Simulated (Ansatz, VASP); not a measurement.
**W in VASP and in Ansatz**

```
W
1.0
    -1.57718    1.57718   -1.57718
    -1.57718   -1.57718    1.57718
     0.00000    9.49070    9.49070
W
4
Direct
  0.00000 0.00000 0.58164
  0.50000 0.50000 0.08309
  0.00000 0.00000 0.24927
  0.50000 0.50000 0.41545
```

Alike in both runs: task single point; functional PBEsol; k mesh 23 × 23 × 7; occupations gaussian, width 0.15 eV; no spin polarisation.

```csv
,VASP,Ansatz
version,VASP 6.6.1,Ansatz 0.2.0
potentials or method,"VASP PAW PBE potentials, release 64 (W_sv), cutoff 520 eV","scalar-relativistic, plane waves, PAW"
valence electrons in the cell,56,56
```

```csv
,VASP,Ansatz,Ansatz less VASP
gap on the k mesh at the Fermi level (eV),none,none,-
rms of the force components (eV/Å),0.388,0.393,+0.0058
```

VASP's potentials were made for PBE, not for PBEsol. Atom by atom the forces differ by 0.012 eV/Å (rms over components). A gap of «none» marks a metal or a gap that the smearing closes.

Spin-orbit coupling is off throughout.
